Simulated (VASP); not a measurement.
# SrFe2As2 (I4/mmm) in VASP: single point with LDA

Aim: the single point of SrFe2As2 with LDA.

Everything below comes from runs of VASP 6.6.1. Logs are shortened: lines on timing, memory, paths and dates and some standing lists are left out, and cuts for length are marked.

### 1 The cell of the first run

Symmetry: I4/mmm, No. 139, tetragonal system. The conventional cell has a = 3.871 Å, b = 3.871 Å, c = 11.238 Å, α = 90.00°, β = 90.00°, γ = 90.00°. Sr (site symmetry 4/mmm) has 10 As at 3.19 to 3.99 Å and 8 Fe at 3.41 Å and 4 Sr at 3.87 Å within 4.2 Å. Fe (site symmetry -4m2) has 4 As at 2.27 Å and 4 Fe at 2.74 Å within 3.0 Å. Within 3.0 Å of As (site symmetry 4mm) lie 4 Fe at 2.27 Å.

### 2 Single point, LDA

INCAR reads:

```
SYSTEM = SrFe2As2
ALGO = Fast
EDIFF = 1E-6
ENCUT = 520
GGA = CA
ISIF = 2
ISMEAR = -1
LASPH = .True.
LCHARG = .False.
LREAL = .False.
LWAVE = .False.
NBANDS = 26
NELM = 100
PREC = Accurate
SIGMA = 0.15
```

KPOINTS reads:

```
k-points
0
Gamma
  14 14 14
  0 0 0
```

POSCAR reads:

```
SrFe2As2
1.0
   -1.9353200319      1.9353200319      5.6190922379
    1.9353200319     -1.9353200319      5.6190922379
    1.9353200319      1.9353200319     -5.6190922379
Sr Fe As
1 2 2
Direct
    0.0000000000      0.0000000000      0.0000000000
    0.2500000000      0.7500000000      0.5000000000
    0.7500000000      0.2500000000      0.5000000000
    0.3550387849      0.3550387849      0.0000000000
    0.6449612151      0.6449612151      0.0000000000
```

Potentials or basis: VASP PAW LDA potentials, release 64 (Sr_sv, Fe, As).

Launch:

```bash
cat potpaw_LDA.64/Sr_sv/POTCAR potpaw_LDA.64/Fe/POTCAR potpaw_LDA.64/As/POTCAR > POTCAR
mpirun -np 1 vasp_std > vasp.out
```

OUTCAR:

```text
SYSTEM = SrFe2As2
   EDIFF = 1E-6
   ENCUT = 520
   GGA = CA
   ISIF = 2
   ISMEAR = -1
   LASPH = .True.
   LREAL = .False.
   NELM = 100
   PREC = Accurate

 ion  position               nearest neighbor table
   1  0.000  0.000  0.000-   5 3.19   5 3.19   5 3.19   4 3.19   5 3.19   4 3.19   4 3.19   4 3.19
                             2 3.41   3 3.41   3 3.41   2 3.41   3 3.41   2 3.41   2 3.41   3 3.41
   2  0.250  0.750  0.500-   4 2.27   5 2.27   4 2.27   5 2.27   3 2.74   3 2.74   3 2.74   3 2.74
                             1 3.41   1 3.41   1 3.41   1 3.41
   3  0.750  0.250  0.500-   4 2.27   5 2.27   4 2.27   5 2.27   2 2.74   2 2.74   2 2.74   2 2.74
                             1 3.41   1 3.41   1 3.41   1 3.41
   4  0.355  0.355  0.000-   2 2.27   3 2.27   2 2.27   3 2.27   1 3.19   1 3.19   1 3.19   1 3.19
                             1 3.99
   5  0.645  0.645  0.000-   2 2.27   3 2.27   2 2.27   3 2.27   1 3.19   1 3.19   1 3.19   1 3.19
                             1 3.99

  LATTYP: Found a body centered tetragonal cell.
 ALAT       =     3.8706400638
 C/A-ratio  =     2.9034434333

  Lattice vectors:

 A1 = (  -1.9353200319,   1.9353200319,   5.6190922379)
 A2 = (   1.9353200319,  -1.9353200319,   5.6190922379)
 A3 = (   1.9353200319,   1.9353200319,  -5.6190922379)

Analysis of symmetry for initial positions (statically):
=====================================================================
 Subroutine PRICEL returns:
 Original cell was already a primitive cell.

 Routine SETGRP: Setting up the symmetry group for a
 body centered tetragonal supercell.

 Subroutine GETGRP returns: Found 16 space group operations
 (whereof 16 operations were pure point group operations)
 out of a pool of 16 trial point group operations.

The static configuration has the point symmetry D_4h.

Analysis of symmetry for dynamics (positions and initial velocities):
=====================================================================
 Subroutine PRICEL returns:
 Original cell was already a primitive cell.

 Routine SETGRP: Setting up the symmetry group for a
 body centered tetragonal supercell.

 Subroutine GETGRP returns: Found 16 space group operations
 (whereof 16 operations were pure point group operations)
 out of a pool of 16 trial point group operations.

The dynamic configuration has the point symmetry D_4h.

 Subroutine INISYM returns: Found 16 space group operations
 (whereof 16 operations are pure point group operations),
 and found     1 'primitive' translations

----------------------------------------------------------------------------------------

                                     Primitive cell

  volume of cell :      84.1844

  direct lattice vectors                    reciprocal lattice vectors
    -1.935320032  1.935320032  5.619092238     0.000000000  0.258355203  0.088982344
     1.935320032 -1.935320032  5.619092238     0.258355203  0.000000000  0.088982344
     1.935320032  1.935320032 -5.619092238     0.258355203  0.258355203  0.000000000

  length of vectors
     6.250209983  6.250209983  6.250209983     0.273249462  0.273249462  0.365369432

  position of ions in fractional coordinates (direct lattice)
     0.000000000  0.000000000  0.000000000
     0.250000000  0.750000000  0.500000000
     0.750000000  0.250000000  0.500000000
     0.355038785  0.355038785  0.000000000
     0.644961215  0.644961215  0.000000000

  ion indices of the primitive-cell ions
   primitive index   ion index
                 1           1
                 2           2
                 3           3
                 4           4
                 5           5

----------------------------------------------------------------------------------------

 KPOINTS: k-points

Automatic generation of k-mesh.
 Grid dimensions read from file:
 generate k-points for:   14   14   14

 Generating k-lattice:

  Cartesian coordinates                     Fractional coordinates (reciprocal lattice)
     0.000000000  0.018453943  0.006355882     0.071428571  0.000000000  0.000000000
     0.018453943  0.000000000  0.006355882     0.000000000  0.071428571  0.000000000
     0.018453943  0.018453943  0.000000000     0.000000000  0.000000000  0.071428571

  Length of vectors
     0.019517819  0.019517819  0.026097817

  Shift w.r.t. Gamma in fractional coordinates (k-lattice)
     0.000000000  0.000000000  0.000000000

 Subroutine IBZKPT returns following result:
 ===========================================

 Found    244 irreducible k-points:

 Following reciprocal coordinates:
            Coordinates               Weight
  0.000000  0.000000  0.000000      1.000000
  0.071429  0.000000 -0.000000      8.000000
  0.142857  0.000000  0.000000      8.000000
  0.214286  0.000000  0.000000      8.000000
  0.285714 -0.000000  0.000000      8.000000
  0.357143  0.000000 -0.000000      8.000000
[... 16 lines left out ...]
  0.214286  0.142857  0.000000     16.000000
  0.285714  0.142857  0.000000     16.000000
 [... further k-points ...]
   k-points           NKPTS =    244   k-points in BZ     NKDIM =    244   number of bands    NBANDS=     26
   number of dos      NEDOS =    301   number of ions     NIONS =      5
   total plane-waves  NPLWV = 110592
   dimension x,y,z NGX =    48 NGY =   48 NGZ =   48
   dimension x,y,z NGXF=    96 NGYF=   96 NGZF=   96
   ions per type =               1   2   2
   NGX,Y,Z   is equivalent  to a cutoff of  12.77, 12.77, 12.77 a.u.
   NGXF,Y,Z  is equivalent  to a cutoff of  25.53, 25.53, 25.53 a.u.
 SYSTEM =  SrFe2As2
   PREC   = accura    normal or accurate (medium, high low for compatibility)
   ISTART =      0    job   : 0-new  1-cont  2-samecut
   ICHARG =      2    charge: 1-file 2-atom 10-const
   ISPIN  =      1    spin polarized calculation?
   LNONCOLLINEAR =      F non collinear calculations
   LSORBIT =      F    spin-orbit coupling
   LASPH  =      T    aspherical Exc in radial PAW
   ENCUT  =  520.0 eV  38.22 Ry    6.18 a.u.  11.62 11.62 11.62*2*pi/ulx,y,z
   NELM   =    100;   NELMIN=  2; NELMDL= -5     # of ELM steps
   EDIFF  = 0.1E-05   stopping-criterion for ELM
   LREAL  =      F    real-space projection
   EDIFFG = 0.1E-04   stopping-criterion for IOM
   NSW    =      0    number of steps for IOM
   IBRION =     -1    ionic relax: 0-MD 1-quasi-New 2-CG
   NFREE  =      0    steps in history (QN), initial steepest desc. (CG)
   ISIF   =      2    stress and relaxation
   ISYM   =      2    0-nonsym 1-usesym 2-fastsym
   POTIM  = 0.5000    time-step for ionic-motion
   TEBEG  =    0.0;   TEEND  =   0.0 temperature during run
   PSTRESS=    0.0 pullay stress
   NELECT =      36.0000    total number of electrons
   NUPDOWN=      -1.0000    fix difference up-down
   EMIN   =  10.00;   EMAX   =-10.00  energy-range for DOS
   EFERMI =   0.00;   METHOD = LEGACY
   ISMEAR =    -1;   SIGMA  =   0.15  broadening in eV -4-tet -1-fermi 0-gaus
   EFERMI_NEDOS =   21; number of points for ismear=-14 and -15
   IALGO  =     68    algorithm
   IMIX   =      4    mixing-type and parameters
     AMIX     =   0.40;   BMIX     =  1.00
     AMIX_MAG =   1.60;   BMIX_MAG =  1.00
  volume/ion in A,a.u.               =      16.84       113.62
  Fermi-wavevector in a.u.,A,eV,Ry     =   1.233384  2.330758 20.697684  1.521237
  Thomas-Fermi vector in A             =   2.368117
   LORBIT       =      0    0 simple, 1 ext, 2 COOP (PROOUT), +10 PAW based schemes
   GGA     = CA    functional components
   LHFCALC =     F    Hartree Fock is set to
   AEXX    =    0.0000 exact exchange contribution
   IVDW    =     0    specifies the selected vdW correction
   LEPSILON=     F    determine dielectric tensor
   LRPA    =     F    only Hartree local field effects (RPA)
 non-spin polarized calculation
 RMM-DIIS sequential band-by-band and
  energy-cutoff  :      520.00
  volume of cell :       84.18
 maximum number of plane-waves:      2288
   NGX = 23   NGY = 23   NGZ = 23

 number of electron      36.0000005 magnetization

 Free energy of the ion-electron system (eV)
  ---------------------------------------------------
  ext. energy  EPLUGINS =         0.00000000
  ---------------------------------------------------
  free energy    TOTEN  =       -34.74307391 eV

  energy without entropy =      -34.48464775  energy(sigma->0) =      -34.61386083

 E-fermi :   5.8762     XC(G=0): -11.3636

 val. band max:        5.8748564089   @ k =  -0.2857  -0.3571   0.2143
 cond. band min:       5.8773483965   @ k =  -0.4286  -0.4286   0.0714
 fundamental gap:      0.0024919876
 Fermi energy:         5.8762348318

 k-point     1 :       0.0000    0.0000    0.0000
  band No.  band energies     occupation
      1     -29.1619      2.00000
      2     -11.3821      2.00000
      3     -11.2851      2.00000
      4     -11.2851      2.00000
      5      -7.1869      2.00000
      6      -4.9686      2.00000
[... 18 lines left out ...]
     25      11.0677      0.00000
     26      11.0938      0.00000

 k-point     2 :       0.0714    0.0000   -0.0000
  band No.  band energies     occupation
      1     -29.1608      2.00000
      2     -11.3785      2.00000
      3     -11.3092      2.00000
      4     -11.2830      2.00000
      5      -7.1342      2.00000
      6      -4.9845      2.00000
[... 18 lines left out ...]
     25      10.8778      0.00000
     26      11.2512      0.00000

 k-point     3 :       0.1429    0.0000    0.0000
  band No.  band energies     occupation
      1     -29.1578      2.00000
      2     -11.3766      2.00000
      3     -11.3668      2.00000
      4     -11.2770      2.00000
      5      -6.9833      2.00000
      6      -5.0305      2.00000
[... 572 lines left out ...]
 k-point    23 :       0.2143    0.1429    0.0000
  band No.  band energies     occupation
      1     -29.1493      2.00000
      2     -11.4557      2.00000
      3     -11.3468      2.00000
      4     -11.3408      2.00000
      5      -6.5540      2.00000
      6      -5.1665      2.00000
[... 18 lines left out ...]
     25      10.4100      0.00000
     26      10.9234      0.00000

 k-point    24 :       0.2857    0.1429    0.0000
  band No.  band energies     occupation
      1     -29.1445      2.00000
      2     -11.5457      2.00000
      3     -11.3331      2.00000
      4     -11.3252      2.00000
      5      -6.3013      2.00000
      6      -5.2330      2.00000
[... 18 lines left out ...]
     25      10.5754      0.00000
     26      10.6926      0.00000

 [... further k-points ...]

------------------------ aborting loop because EDIFF is reached ----------------------------------------

  FORCE on cell =-STRESS in cart. coord.  units (eV):
  Direction    XX          YY          ZZ          XY          YZ          ZX
  --------------------------------------------------------------------------------------
  -------------------------------------------------------------------------------------
  Total        0.4055760      0.4055760      0.2222634      0.0000000      0.0000000      0.0000000
  in kB        7.7188238      7.7188238      4.2300635      0.0000000      0.0000000      0.0000000
  external PRESSURE =       6.5559037 kB  Pullay stress =       0.0000000 kB

 VOLUME and BASIS-vectors are now :
 -----------------------------------------------------------------------------
  energy-cutoff  :      520.00
  volume of cell :       84.18
      direct lattice vectors                 reciprocal lattice vectors
    -1.935320032  1.935320032  5.619092238     0.000000000  0.258355203  0.088982344
     1.935320032 -1.935320032  5.619092238     0.258355203  0.000000000  0.088982344
     1.935320032  1.935320032 -5.619092238     0.258355203  0.258355203  0.000000000

 POSITION                                       TOTAL-FORCE (eV/Angst)
 -----------------------------------------------------------------------------------
      0.00000      0.00000      0.00000        -0.000000     -0.000000     -0.000000
      1.93532      0.00000      2.80955        -0.000000     -0.000000     -0.000000
      0.00000      1.93532      2.80955        -0.000000     -0.000000     -0.000000
      0.00000      0.00000      3.98999        -0.000000     -0.000000      0.041515
      0.00000      0.00000      7.24819         0.000000      0.000000     -0.041515
 -----------------------------------------------------------------------------------
    total drift:                                0.000000     -0.000000      0.000000

  FREE ENERGIE OF THE ION-ELECTRON SYSTEM (eV)
  ---------------------------------------------------
  free  energy   TOTEN  =       -34.7430739135 eV

  energy  without entropy=      -34.4846477482  energy(sigma->0) =      -34.61386083
```

Wall time 38 min (1 thread of Intel Xeon Platinum 8259CL at 2.50GHz (Skylake/Cascade Lake), shared host); peak memory 0.69 GiB.

What came out:

```yaml
Free_energy: -34.7431 eV
Pressure: 0.7 GPa
Largest_force: 0.042 eV/Å
Band_gap_on_the_k_mesh: zero (bands 18 and 19 overlap by 1.01 eV)
```

Forces in eV/Å, atoms in the order of the input:
```
Sr   0.000  0.000  0.000
Fe   0.000  0.000  0.000
Fe   0.000  0.000  0.000
As   0.000  0.000  0.042
As   0.000  0.000 -0.042
```

Stress tensor (GPa, compression positive):
```
0.77 0.00 0.00
0.00 0.77 0.00
0.00 0.00 0.42
```

Caveat: the run has no spin polarisation, though such a crystal can be magnetic. Spin polarisation is off, so any magnetic state and its effect on volume and gap are missing.
